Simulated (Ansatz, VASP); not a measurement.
## CdS in VASP and in Ansatz

```
CELL_PARAMETERS angstrom
0.00000 2.89047 2.89047
2.89047 0.00000 2.89047
2.89047 2.89047 0.00000
ATOMIC_POSITIONS crystal
Cd 0.00000 0.00000 0.00000
S 0.75000 0.75000 0.75000
```

Change from the starting cell: volume scaled by 0.98.

Alike in both runs: task single point; functional PBE; k mesh 9 × 9 × 9; occupations fermi-dirac, width 0.03 eV; no spin polarisation.

|  | VASP | Ansatz |
| --- | --- | --- |
| version | VASP 6.6.1 | Ansatz 0.2.0 |
| potentials or method | VASP PAW PBE potentials, release 64 (Cd, S), cutoff 520 eV | all-electron LAPW, scalar-relativistic |

```tsv
	VASP	Ansatz	Ansatz less VASP
gap on the k mesh at the Fermi level (eV)	1.21	1.20	-0.006
pressure (GPa)	5.1	4.8	-0.37
```

Ansatz ran all-electron here, and VASP with PAW potentials.
